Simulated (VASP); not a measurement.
A run of VASP 6.6.1 is set up as follows.

Contents of INCAR:

```
ALGO = Normal
EDIFF = 1E-6
ENCUT = 650
GGA = PS
GGA_COMPAT = F
ISIF = 2
ISMEAR = 0
LASPH = T
LCHARG = F
LREAL = F
LWAVE = F
NBANDS = 62
NELECT = 88.0
NELM = 120
PREC = Accurate
SIGMA = 0.05
```

Contents of KPOINTS:

```
k-points
0
Gamma
  4 4 4
```

File POSCAR:

```
Li16S7
1.0
    0.0000000000      5.6541569289      5.6541569289
    5.6541569289      0.0000000000      5.6541569289
    5.6541569289      5.6541569289      0.0000000000
Li S
16 7
Direct
    0.1392440127      0.1202519958      0.1202519958
    0.1427703839      0.0716888482      0.6427703839
    0.1427703839      0.6427703839      0.0716888482
    0.1427703839      0.6427703839      0.6427703839
    0.6202519958      0.1202519958      0.1202519958
    0.6202519958      0.1202519958      0.6392440127
    0.6202519958      0.6392440127      0.1202519958
    0.5716888482      0.6427703839      0.6427703839
    0.4283111518      0.3572296161      0.3572296161
    0.3797480042      0.3607559873      0.8797480042
    0.3797480042      0.8797480042      0.3607559873
    0.3797480042      0.8797480042      0.8797480042
    0.8572296161      0.3572296161      0.3572296161
    0.8572296161      0.3572296161      0.9283111518
    0.8572296161      0.9283111518      0.3572296161
    0.8607559873      0.8797480042      0.8797480042
    0.0000000000      0.5000000000      0.0000000000
    0.0000000000      0.0000000000      0.5000000000
    0.0000000000      0.0000000000      0.0000000000
    0.5000000000      0.5000000000      0.5000000000
    0.5000000000      0.5000000000      0.0000000000
    0.5000000000      0.0000000000      0.5000000000
    0.5000000000      0.0000000000      0.0000000000
```

Potentials or basis: VASP PAW PBE potentials, release 64 (Li_sv, S).

Command:

```bash
$ cat potpaw_PBE.64/Li_sv/POTCAR potpaw_PBE.64/S/POTCAR > POTCAR
$ mpirun -np 1 vasp_std > vasp.out
```

What does it give for the largest force?

0.009 eV/Å.

Forces in eV/Å, atoms in the order of the input:
```
Li   0.002 -0.002 -0.002
Li   0.005 -0.005  0.005
Li   0.005  0.005 -0.005
Li  -0.005 -0.005 -0.005
Li   0.002  0.002  0.002
Li  -0.002 -0.002  0.002
Li  -0.002  0.002 -0.002
Li  -0.005  0.005  0.005
Li   0.005 -0.005 -0.005
Li   0.002 -0.002  0.002
Li   0.002  0.002 -0.002
Li  -0.002 -0.002 -0.002
Li   0.005  0.005  0.005
Li  -0.005 -0.005  0.005
Li  -0.005  0.005 -0.005
Li  -0.002  0.002  0.002
S    0.000  0.000  0.000
S    0.000  0.000  0.000
S    0.000  0.000  0.000
S    0.000  0.000  0.000
S    0.000  0.000  0.000
S    0.000  0.000  0.000
S    0.000  0.000  0.000
```

Caveat: the cell carries a net charge on a neutralising background, which shifts energy and pressure; the cell differs from its parent crystal (atoms taken out, then relaxed in part); the PAW data sets were made with another functional, which shifts forces and pressure a little.
